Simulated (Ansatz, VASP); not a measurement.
# HfC in VASP and in Ansatz

```
Hf C
1.0
     0.00000    2.32559    2.32559
     2.32559    0.00000    2.32559
     2.32559    2.32559    0.00000
Hf C
1 1
Direct
  0.00000 0.00000 0.00000
  0.50000 0.50000 0.50000
```

Alike in both runs: functional PBE; k mesh 16 × 16 × 16; occupations fermi-dirac, width 0.1 eV; no spin polarisation.

Ansatz relaxed the structure, and its values are those at the end. VASP's run is a single point on that final structure, the one shown.

|  | VASP | Ansatz |
| --- | --- | --- |
| version | VASP 6.6.1 | Ansatz 0.2.0 |
| potentials or method | VASP PAW PBE potentials, release 64 (Hf_pv, C) | PAW with Ansatz's default frozen-core files, scalar-relativistic |
| plane-wave cutoff (eV) | 520 | 420 |
| valence electrons in the cell | 14 | 30 |

|  | VASP | Ansatz | Ansatz less VASP |
| --- | --- | --- | --- |
| pressure (GPa) | -0.6 | 0.0 | +0.67 |

The functional is the same, so the differences come from potentials, cutoffs and numerics. VASP's potentials hold 14 valence electrons a cell and Ansatz's 30, so a difference there can come from the potentials and not from the codes.

Spin-orbit coupling is off throughout.
